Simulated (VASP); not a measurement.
A run of VASP 6.6.1 is set up as follows.

INCAR

```
SYSTEM = P
  PREC = Accurate
  ENCUT = 500
  EDIFF = 1E-6
  ISMEAR = -1
  SIGMA = 0.05
  LREAL = .FALSE.
  LASPH = .TRUE.
  NELM = 120
  ALGO = Normal
  ISIF = 2
  LWAVE = .FALSE.
  LCHARG = .FALSE.
  GGA = PE
  NBANDS = 8
  GGA_COMPAT = .FALSE.
```

File KPOINTS:

```
regular mesh
0
G
  17 17 17
  0 0 0
```

POSCAR

```
P
1.0
    0.0000000000      1.9184950389      1.9184950389
    1.9184950389      0.0000000000      1.9184950389
    1.9184950389      1.9184950389      0.0000000000
P
1
Direct
    0.0000000000      0.0000000000      0.0000000000
```

Potentials or basis: VASP PAW PBE potentials, release 64 (P).

Command:

```console
$ cat potpaw_PBE.64/P/POTCAR > POTCAR
$ mpirun -np 1 vasp_std > vasp.out
```

(1) Predict the pressure.

Answers

(1) 2.0 GPa.

Caveat: the cell differs from its parent crystal (volume scaled by 0.975, to set the pressure).
